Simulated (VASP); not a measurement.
# Se (P3_121) in VASP: notebook, part 2 of 2

VASP 6.6.1. The steps go on from the part before.

### 4 Electric field gradients, LDA (zz strain of -2 %)

Input file INCAR:

```
PREC = Accurate
ENCUT = 520
EDIFF = 1E-8
ISMEAR = -1
SIGMA = 0.03
LREAL = F
LASPH = T
NELM = 100
ALGO = Normal
ISIF = 2
LWAVE = F
LCHARG = F
LEFG = T
NBANDS = 16
```

Input file KPOINTS:

```
regular mesh
0
Gamma
  6 6 5
```

Input file POSCAR:

```
Se
1.0
    4.3661999489      0.0000000000      0.0000000000
   -2.1830999745      3.7812400738      0.0000000000
    0.0000000000      0.0000000000      4.8545280000
Se
3
Direct
    0.2254000000      0.0000000000      0.3333333333
    0.0000000000      0.2254000000      0.6666666667
    0.7746000000      0.7746000000      0.0000000000
```

Potentials or basis: VASP PAW LDA potentials, release 64 (Se).

Command:

```console
$ cat potpaw_LDA.64/Se/POTCAR > POTCAR
$ mpirun -np 1 vasp_std > vasp.out
```

OUTCAR:

```text
PREC = Accurate
   ENCUT = 520
   EDIFF = 1E-8
   ISMEAR = -1
   LREAL = F
   LASPH = T
   NELM = 100
   ISIF = 2

 ion  position               nearest neighbor table
   1  0.225  0.000  0.333-   3 2.35   2 2.35
   2  0.000  0.225  0.667-   3 2.35   1 2.35
   3  0.775  0.775  0.000-   1 2.35   2 2.35

  LATTYP: Found a hexagonal cell.
 ALAT       =     4.3661999489
 C/A-ratio  =     1.1118428054

  Lattice vectors:

 A1 = (   4.3661999489,   0.0000000000,   0.0000000000)
[... 674 lines left out ...]
  free  energy   TOTEN  =       -12.3118523258 eV

  energy  without entropy=      -12.3118523254  energy(sigma->0) =      -12.31185233

 Electric field gradients (V/A^2)
---------------------------------------------------------------------
 ion       V_xx      V_yy      V_zz      V_xy      V_xz      V_yz
---------------------------------------------------------------------
   1     164.088  -321.965   157.878     0.000    -0.000   332.563
   2    -200.452    42.575   157.878  -210.467  -288.008  -166.281
   3    -200.452    42.575   157.878   210.468   288.008  -166.281
---------------------------------------------------------------------

 Electric field gradients after diagonalization (V/A^2)
 (convention: |V_zz| > |V_xx| > |V_yy|)
----------------------------------------------------------------------
 ion       V_xx      V_yy      V_zz     asymmetry (V_yy - V_xx)/ V_zz
----------------------------------------------------------------------
   1     328.030   164.088  -492.117       0.333
   2     328.030   164.088  -492.117       0.333
   3     328.030   164.088  -492.118       0.333
----------------------------------------------------------------------

           NMR quadrupolar parameters

 Cq : quadrupolar parameter    Cq=e*Q*V_zz/h
 eta: asymmetry parameters     (V_yy - V_xx)/ V_zz
 Q  : nuclear electric quadrupole moment in mb (millibarn)
----------------------------------------------------------------------
 ion       Cq(MHz)       eta       Q (mb)
----------------------------------------------------------------------
   1      -1.190       0.333       1.000
   2      -1.190       0.333       1.000
   3      -1.190       0.333       1.000
----------------------------------------------------------------------
```

OSZICAR:

```text
N       E                     dE             d eps       ncg     rms          rms(c)
DAV:   1     0.804500695648E+02    0.80450E+02   -0.71947E+03   864   0.935E+02
DAV:   2    -0.709142348682E+01   -0.87541E+02   -0.83030E+02  1128   0.156E+02
DAV:   3    -0.124024244017E+02   -0.53110E+01   -0.52916E+01  1056   0.432E+01
DAV:   4    -0.124400100890E+02   -0.37586E-01   -0.37579E-01  1168   0.432E+00
DAV:   5    -0.124402757198E+02   -0.26563E-03   -0.26562E-03  1088   0.351E-01    0.764E+00
DAV:   6    -0.123487420299E+02    0.91534E-01   -0.39705E-02  1104   0.116E+00    0.467E+00
DAV:   7    -0.123127002030E+02    0.36042E-01   -0.76684E-02  1048   0.156E+00    0.200E-01
DAV:   8    -0.123118293846E+02    0.87082E-03   -0.77422E-03   960   0.536E-01    0.945E-02
DAV:   9    -0.123118504880E+02   -0.21103E-04   -0.25701E-04  1232   0.970E-02    0.277E-02
DAV:  10    -0.123118520565E+02   -0.15686E-05   -0.14152E-05  1024   0.232E-02    0.603E-03
DAV:  11    -0.123118524517E+02   -0.39521E-06   -0.20540E-06  1184   0.813E-03    0.254E-03
DAV:  12    -0.123118523232E+02    0.12856E-06   -0.38419E-07  1032   0.377E-03    0.608E-04
DAV:  13    -0.123118523258E+02   -0.26703E-08   -0.67151E-08  1176   0.139E-03
   1 F= -.12311852E+02 E0= -.12311852E+02  d E =-.394027E-09
```

stdout:

```text
POSCAR found type information on POSCAR Se
 POSCAR found :  1 types and       3 ions
 scaLAPACK will be used
 LDA part: xc-table for (Slater(with rela. corr.)+CA(PZ))
 , standard interpolation
 POSCAR, INCAR and KPOINTS ok, starting setup
 FFT: planning ... GRIDC
 FFT: planning ... GRID_SOFT
 FFT: planning ... GRID
 WAVECAR not read
 entering main loop
ion   1

ion   2
     0.0000499     3.1834955     2.4388132    -1.9450171     4.2241484     1.8379920
     0.0000687     3.1834955     2.4388132    -1.9450170     4.2241484     1.8379920
     0.0000946     3.1834955     2.4388132    -1.9450170     4.2241484     1.8379920
     0.0001302     3.1834954     2.4388132    -1.9450170     4.2241483     1.8379919

     0.0000499   192.6205270   152.0852631  -124.9636073   263.4194028   111.2095131
     0.0000687   192.6158607   152.0815774  -124.9605800   263.4130190   111.2068190
     0.0000946   192.6082965   152.0756034  -124.9556737   263.4026716   111.2024518
     0.0001302   192.5960960   152.0659683  -124.9477615   263.3859831   111.1954078

ion   3
     0.0000499    -3.1834955     2.4388132    -1.9450171    -4.2241484     1.8379920
     0.0000687    -3.1834955     2.4388132    -1.9450170    -4.2241484     1.8379920
     0.0000946    -3.1834955     2.4388132    -1.9450170    -4.2241484     1.8379920
     0.0001302    -3.1834954     2.4388132    -1.9450170    -4.2241483     1.8379919

     0.0000499  -192.6205271   152.0852631  -124.9636073  -263.4194028   111.2095131
     0.0000687  -192.6158607   152.0815774  -124.9605800  -263.4130190   111.2068190
     0.0000946  -192.6082966   152.0756034  -124.9556737  -263.4026716   111.2024518
     0.0001302  -192.5960960   152.0659683  -124.9477615  -263.3859831   111.1954078
```

Wall time 9.3 s (1 thread of Intel Xeon 6975P-C (Granite Rapids), shared host); peak memory 0.16 GiB.

Results:

- Free energy: -12.3119 eV
- Pressure: 0.6 GPa
- Largest force: 0.509 eV/Å
- Band gap on the k mesh: 1.14 eV, indirect (least direct gap 1.56 eV)

Forces in eV/Å, atoms in the order of the input:
```
Se   0.509  0.000  0.000
Se  -0.255  0.441  0.000
Se  -0.255 -0.441  0.000
```

Electric field gradients, principal values (V/Å²):
| atom | least | middle | greatest (by size) |
| --- | --- | --- | --- |
| 1 Se | 164.088 | 328.030 | -492.117 |
| 2 Se | 164.088 | 328.030 | -492.117 |
| 3 Se | 164.088 | 328.030 | -492.118 |

Caveat: the cell differs from its parent crystal (zz strain of -2 %); without QUAD_EFG the Cq values of the log hold for a quadrupole moment of 1 mb, not for the nuclei. A k mesh can miss the band edges.

### 5 Electric field gradients, LDA (zz strain of -2 %)

Input file INCAR:

```
SYSTEM = Se
ALGO = Normal
EDIFF = 1E-8
ENCUT = 520
GGA = CA
ISIF = 2
ISMEAR = -1
LASPH = .TRUE.
LCHARG = .FALSE.
LEFG = .TRUE.
LREAL = .FALSE.
LWAVE = .FALSE.
NBANDS = 16
NELM = 80
PREC = Accurate
SIGMA = 0.03
```

Input file KPOINTS:

```
k-points
0
G
  6 6 5
  0 0 0
```

POSCAR is that of step 4.

Potentials or basis: VASP PAW LDA potentials, release 64 (Se).

Command:

```console
$ cat potpaw_LDA.64/Se/POTCAR > POTCAR
$ mpirun -np 1 vasp_std > vasp.out
```

OUTCAR:

```text
SYSTEM = Se
   EDIFF = 1E-8
   ENCUT = 520
   GGA = CA
   ISIF = 2
   ISMEAR = -1
   LASPH = .TRUE.
   LREAL = .FALSE.
   NELM = 80
   PREC = Accurate

 ion  position               nearest neighbor table
   1  0.225  0.000  0.333-   3 2.35   2 2.35
   2  0.000  0.225  0.667-   3 2.35   1 2.35
   3  0.775  0.775  0.000-   1 2.35   2 2.35

  LATTYP: Found a hexagonal cell.
 ALAT       =     4.3661999489
 C/A-ratio  =     1.1118428054

  Lattice vectors:

 A1 = (   4.3661999489,   0.0000000000,   0.0000000000)
 A2 = (  -2.1830999745,   3.7812400738,   0.0000000000)
 A3 = (   0.0000000000,   0.0000000000,   4.8545280000)

Analysis of symmetry for initial positions (statically):
=====================================================================
 Subroutine PRICEL returns:
 Original cell was already a primitive cell.

 Routine SETGRP: Setting up the symmetry group for a
 hexagonal supercell.

 Subroutine GETGRP returns: Found  6 space group operations
 (whereof  2 operations were pure point group operations)
 out of a pool of 24 trial point group operations.

The static configuration has the point symmetry C_2 .
 The point group associated with its full space group is D_3 .

Analysis of symmetry for dynamics (positions and initial velocities):
=====================================================================
 Subroutine PRICEL returns:
 Original cell was already a primitive cell.

 Routine SETGRP: Setting up the symmetry group for a
 hexagonal supercell.

 Subroutine GETGRP returns: Found  6 space group operations
[... 159 lines left out ...]

 k-point     1 :       0.0000    0.0000    0.0000
  band No.  band energies     occupation
      1     -13.2135      2.00000
      2      -8.9085      2.00000
      3      -8.9085      2.00000
      4      -1.0953      2.00000
      5      -1.0750      2.00000
      6      -1.0750      2.00000
[... 433 lines left out ...]
      3      -7.3751      2.00000
      4      -2.6242      2.00000
      5      -1.7504      2.00000
      6      -1.1303      2.00000
[... 8 lines left out ...]
     15      10.7294      0.00000
     16      11.1483      0.00000

 [... further k-points ...]
[... 5 lines left out ...]
  --------------------------------------------------------------------------------------
  -------------------------------------------------------------------------------------
  Total       -0.2019373     -0.2019373      1.2586623      0.0000000      0.0000000      0.0000000
  in kB       -4.0368469     -4.0368469     25.1614078      0.0000000      0.0000000      0.0000000
  external PRESSURE =       5.6959047 kB  Pullay stress =       0.0000000 kB

 VOLUME and BASIS-vectors are now :
 -----------------------------------------------------------------------------
  energy-cutoff  :      520.00
  volume of cell :       80.15
      direct lattice vectors                 reciprocal lattice vectors
     4.366199949  0.000000000  0.000000000     0.229032113  0.132231752  0.000000000
    -2.183099975  3.781240074  0.000000000     0.000000000  0.264463504  0.000000000
     0.000000000  0.000000000  4.854528000     0.000000000  0.000000000  0.205993250

 POSITION                                       TOTAL-FORCE (eV/Angst)
 -----------------------------------------------------------------------------------
      0.98414      0.00000      1.61818         0.509032      0.000000     -0.000000
     -0.49207      0.85229      3.23635        -0.254516      0.440835      0.000000
      1.69103      2.92895      0.00000        -0.254516     -0.440835      0.000000
 -----------------------------------------------------------------------------------
    total drift:                                0.000000     -0.000000     -0.000000

  FREE ENERGIE OF THE ION-ELECTRON SYSTEM (eV)
  ---------------------------------------------------
  free  energy   TOTEN  =       -12.3118523258 eV

  energy  without entropy=      -12.3118523254  energy(sigma->0) =      -12.31185233

 Electric field gradients (V/A^2)
---------------------------------------------------------------------
 ion       V_xx      V_yy      V_zz      V_xy      V_xz      V_yz
---------------------------------------------------------------------
   1     164.088  -321.965   157.878     0.000    -0.000   332.563
   2    -200.452    42.575   157.878  -210.467  -288.008  -166.281
   3    -200.452    42.575   157.878   210.468   288.008  -166.281
---------------------------------------------------------------------

 Electric field gradients after diagonalization (V/A^2)
 (convention: |V_zz| > |V_xx| > |V_yy|)
----------------------------------------------------------------------
 ion       V_xx      V_yy      V_zz     asymmetry (V_yy - V_xx)/ V_zz
----------------------------------------------------------------------
   1     328.030   164.088  -492.117       0.333
   2     328.030   164.088  -492.117       0.333
   3     328.030   164.088  -492.118       0.333
----------------------------------------------------------------------

           NMR quadrupolar parameters

 Cq : quadrupolar parameter    Cq=e*Q*V_zz/h
 eta: asymmetry parameters     (V_yy - V_xx)/ V_zz
 Q  : nuclear electric quadrupole moment in mb (millibarn)
----------------------------------------------------------------------
 ion       Cq(MHz)       eta       Q (mb)
----------------------------------------------------------------------
   1      -1.190       0.333       1.000
   2      -1.190       0.333       1.000
   3      -1.190       0.333       1.000
----------------------------------------------------------------------
```

stdout:

```text
POSCAR found type information on POSCAR Se
 POSCAR found :  1 types and       3 ions
 scaLAPACK will be used
 LDA part: xc-table for (Slater(with rela. corr.)+CA(PZ))
 , standard interpolation
 POSCAR, INCAR and KPOINTS ok, starting setup
 FFT: planning ... GRIDC
 FFT: planning ... GRID_SOFT
 FFT: planning ... GRID
 WAVECAR not read
 entering main loop
ion   1

ion   2
     0.0000499     3.1834955     2.4388132    -1.9450171     4.2241484     1.8379920
     0.0000687     3.1834955     2.4388132    -1.9450170     4.2241484     1.8379920
     0.0000946     3.1834955     2.4388132    -1.9450170     4.2241484     1.8379920
     0.0001302     3.1834954     2.4388132    -1.9450170     4.2241483     1.8379919

     0.0000499   192.6205270   152.0852631  -124.9636073   263.4194028   111.2095131
     0.0000687   192.6158607   152.0815774  -124.9605800   263.4130190   111.2068190
     0.0000946   192.6082965   152.0756034  -124.9556737   263.4026716   111.2024518
     0.0001302   192.5960960   152.0659683  -124.9477615   263.3859831   111.1954078

ion   3
     0.0000499    -3.1834955     2.4388132    -1.9450171    -4.2241484     1.8379920
     0.0000687    -3.1834955     2.4388132    -1.9450170    -4.2241484     1.8379920
     0.0000946    -3.1834955     2.4388132    -1.9450170    -4.2241484     1.8379920
     0.0001302    -3.1834954     2.4388132    -1.9450170    -4.2241483     1.8379919

     0.0000499  -192.6205271   152.0852631  -124.9636073  -263.4194028   111.2095131
     0.0000687  -192.6158607   152.0815774  -124.9605800  -263.4130190   111.2068190
     0.0000946  -192.6082966   152.0756034  -124.9556737  -263.4026716   111.2024518
     0.0001302  -192.5960960   152.0659683  -124.9477615  -263.3859831   111.1954078
```

Wall time 9.1 s (1 thread of Intel Xeon 6975P-C (Granite Rapids), shared host); peak memory 0.16 GiB.

Results:

| Quantity | Value |
| --- | --- |
| Free energy | -12.3119 eV |
| Pressure | 0.6 GPa |
| Largest force | 0.509 eV/Å |
| Band gap on the k mesh | 1.14 eV, indirect (least direct gap 1.56 eV) |

Forces on the atoms (eV/Å):
```
Se   0.509  0.000  0.000
Se  -0.255  0.441  0.000
Se  -0.255 -0.441  0.000
```

Levels at points of the mesh, in eV from the valence-band top:
| k point | band 5 | band 6 | band 7 | band 8 | band 9 | band 10 | band 11 | band 12 | band 13 | band 14 |
| --- | --- | --- | --- | --- | --- | --- | --- | --- | --- | --- |
| (0.00, 0.00, 0.00) | -3.86 | -3.86 | -2.09 | -2.09 | -0.34 | 1.99 | 1.99 | 2.14 | 6.04 | 6.37 |
| (0.50, 0.00, 0.00) | -4.76 | -3.50 | -2.88 | -1.76 | -0.93 | 1.99 | 2.38 | 4.25 | 5.16 | 7.48 |

Electric field gradients, principal values (V/Å²):
```
atom    least   middle  greatest (by size)
1 Se  164.088  328.030            -492.117
2 Se  164.088  328.030            -492.117
3 Se  164.088  328.030            -492.118
```

Caveat: the cell differs from its parent crystal (zz strain of -2 %); without QUAD_EFG the Cq values of the log hold for a quadrupole moment of 1 mb, not for the nuclei. A k mesh can miss the band edges.

### 6 Electric field gradients, LDA (volume scaled by 0.94)

Input file INCAR:

```
PREC = Accurate
ENCUT = 520
EDIFF = 1E-8
ISMEAR = -1
SIGMA = 0.03
LREAL = False
LASPH = True
NELM = 80
ALGO = Normal
ISIF = 2
LWAVE = False
LCHARG = False
GGA = CA
LEFG = True
NBANDS = 16
```

Input file KPOINTS:

```
Automatic mesh
0
Gamma
  6 6 5
```

Input file POSCAR:

```
Se
1.0
    4.2770688178      0.0000000000      0.0000000000
   -2.1385344090      3.7040502500      0.0000000000
    0.0000000000      0.0000000000      4.8524777481
Se
3
Direct
    0.2254000000      0.0000000000      0.3333333333
    0.0000000000      0.2254000000      0.6666666667
    0.7746000000      0.7746000000      0.0000000000
```

Potentials or basis: VASP PAW LDA potentials, release 64 (Se).

Command:

```console
$ cat potpaw_LDA.64/Se/POTCAR > POTCAR
$ mpirun -np 1 vasp_std > vasp.out
```

OUTCAR:

```text
PREC = Accurate
   ENCUT = 520
   EDIFF = 1E-8
   ISMEAR = -1
   LREAL = False
   LASPH = True
   NELM = 80
   ISIF = 2
   GGA = CA

 ion  position               nearest neighbor table
   1  0.225  0.000  0.333-   3 2.32   2 2.32
   2  0.000  0.225  0.667-   3 2.32   1 2.32
   3  0.775  0.775  0.000-   1 2.32   2 2.32

  LATTYP: Found a hexagonal cell.
 ALAT       =     4.2770688178
 C/A-ratio  =     1.1345334749

  Lattice vectors:

 A1 = (   4.2770688178,   0.0000000000,   0.0000000000)
 A2 = (  -2.1385344090,   3.7040502500,   0.0000000000)
[... 674 lines left out ...]

  energy  without entropy=      -12.2990452988  energy(sigma->0) =      -12.29904530

 Electric field gradients (V/A^2)
---------------------------------------------------------------------
 ion       V_xx      V_yy      V_zz      V_xy      V_xz      V_yz
---------------------------------------------------------------------
   1     153.001  -321.391   168.389     0.000    -0.000   317.935
   2    -202.793    34.403   168.389  -205.418  -275.340  -158.967
   3    -202.793    34.404   168.389   205.418   275.340  -158.967
---------------------------------------------------------------------

 Electric field gradients after diagonalization (V/A^2)
 (convention: |V_zz| > |V_xx| > |V_yy|)
----------------------------------------------------------------------
 ion       V_xx      V_yy      V_zz     asymmetry (V_yy - V_xx)/ V_zz
----------------------------------------------------------------------
   1     324.814   153.001  -477.815       0.360
   2     324.814   153.001  -477.815       0.360
   3     324.814   153.002  -477.816       0.360
----------------------------------------------------------------------

           NMR quadrupolar parameters

 Cq : quadrupolar parameter    Cq=e*Q*V_zz/h
 eta: asymmetry parameters     (V_yy - V_xx)/ V_zz
 Q  : nuclear electric quadrupole moment in mb (millibarn)
----------------------------------------------------------------------
 ion       Cq(MHz)       eta       Q (mb)
----------------------------------------------------------------------
   1      -1.155       0.360       1.000
   2      -1.155       0.360       1.000
   3      -1.155       0.360       1.000
----------------------------------------------------------------------
```

Run time: 15 s. Hardware: 1 thread of Intel Xeon Platinum 8375C at 2.90GHz (Ice Lake), shared host; peak memory 0.16 GiB.

What came out:

```
Free energy            : -12.2990 eV
Pressure               : 2.9 GPa
Largest force          : 0.952 eV/Å
Band gap on the k mesh : 1.14 eV, indirect (least direct gap 1.51 eV)
```

Forces in eV/Å, atoms in the order of the input:
```
Se   0.952  0.000  0.000
Se  -0.476  0.825  0.000
Se  -0.476 -0.825  0.000
```

Levels at points of the mesh, in eV from the valence-band top:
```csv
k point,band 5,band 6,band 7,band 8,band 9,band 10,band 11,band 12,band 13,band 14
"(0.00, 0.00, 0.00)",-3.94,-3.94,-2.21,-2.21,-0.39,1.98,1.98,2.20,6.13,6.25
"(0.50, 0.00, 0.00)",-4.96,-3.67,-3.08,-1.87,-1.03,1.97,2.41,4.46,5.00,7.58
```

Electric field gradients, principal values (V/Å²):
| atom | least | middle | greatest (by size) |
| --- | --- | --- | --- |
| 1 Se | 153.001 | 324.814 | -477.815 |
| 2 Se | 153.001 | 324.814 | -477.815 |
| 3 Se | 153.002 | 324.814 | -477.816 |

Caveat: without QUAD_EFG the Cq values of the log hold for a quadrupole moment of 1 mb, not for the nuclei.

### 7 The runs side by side

| cell | gap on the mesh (eV) | pressure (GPa) | largest force (eV/Å) |
| --- | --- | --- | --- |
| a = 4.307, b = 4.307, c = 4.887 Å, angles 90.0, 90.0, 120.0°, 3 atoms | 1.16 | 1.4 | 0.70 |
| a = 4.366, b = 4.366, c = 4.855 Å, angles 90.0, 90.0, 120.0°, 3 atoms | 1.14 | 0.6 | 0.51 |
| a = 4.277, b = 4.277, c = 4.852 Å, angles 90.0, 90.0, 120.0°, 3 atoms | 1.14 | 2.9 | 0.95 |

Alike in all rows: task electric field gradients; level LDA; potentials or basis VASP PAW LDA potentials, release 64 (Se); no spin polarisation; k mesh 6 × 6 × 5; cutoff (eV) 520; smearing fermi-dirac 0.03 eV.

Total energies depend on the potentials used, so only differences within one code and one set of settings carry meaning.
